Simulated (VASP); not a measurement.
A run of VASP 6.6.1 is set up as follows.

File INCAR:

```
SYSTEM = Sb3P5
  PREC = Accurate
  ENCUT = 600
  EDIFF = 1E-7
  ISMEAR = 0
  SIGMA = 0.1
  LREAL = .FALSE.
  LASPH = .TRUE.
  NELM = 80
  ALGO = Normal
  ISIF = 3
  LWAVE = .FALSE.
  LCHARG = .FALSE.
  GGA = PE
  IBRION = 2
  NSW = 100
  EDIFFG = -0.01
```

Contents of KPOINTS:

```
regular mesh
0
G
  6 6 6
  0 0 0
```

File POSCAR:

```
Sb3P5
1.0
    0.0000000000      5.2622791493      5.2622791493
    5.2622791493      0.0000000000      5.2622791493
    5.2622791493      5.2622791493      0.0000000000
Sb P
3 5
Direct
    0.5000000000      0.5000000000      0.5000000000
    0.2500000000      0.2500000000      0.2500000000
    0.0000000000      0.0000000000      0.0000000000
    0.7500000000      0.7500000000      0.7500000000
    0.8643817215      0.4068548354      0.8643817215
    0.8643817215      0.8643817215      0.8643817215
    0.4068548354      0.8643817215      0.8643817215
    0.8643817215      0.8643817215      0.4068548354
```

Potentials or basis: VASP PAW PBE potentials, release 64 (Sb, P).

Run with:

```bash
$ cat potpaw_PBE.64/Sb/POTCAR potpaw_PBE.64/P/POTCAR > POTCAR
$ mpirun -np 1 vasp_std > vasp.out
```

**Question.** What does it give for the relaxed cell?

**Answer.** a = 7.446 Å, b = 7.446 Å, c = 7.446 Å, α = 60.00°, β = 60.00°, γ = 60.00°.

**Question.** Predict the relaxed volume.

**Answer.** 36.49 Å³/atom.

**Question.** Predict the space group after relaxing (to 0.1 Å).

**Answer.** F-43m (No. 216).

**Question.** What does it give for the band gap on the k mesh?

**Answer.** Zero (bands 20 and 21 overlap by 0.64 eV).

Final structure:
```yaml
crystal:
  lattice:
    - [0.00000, 5.26535, 5.26535]
    - [5.26535, 0.00000, 5.26535]
    - [5.26535, 5.26535, 0.00000]
  atoms:
    - { symbol: Sb, position: [0.50000, 0.50000, 0.50000] }
    - { symbol: Sb, position: [0.25000, 0.25000, 0.25000] }
    - { symbol: Sb, position: [0.00000, 0.00000, 0.00000] }
    - { symbol: P, position: [0.75000, 0.75000, 0.75000] }
    - { symbol: P, position: [0.86401, 0.40798, 0.86401] }
    - { symbol: P, position: [0.86401, 0.86401, 0.86401] }
    - { symbol: P, position: [0.40798, 0.86401, 0.86401] }
    - { symbol: P, position: [0.86401, 0.86401, 0.40798] }
```

Caveat: spin-orbit coupling is left out, which moves the levels of the heavy elements.
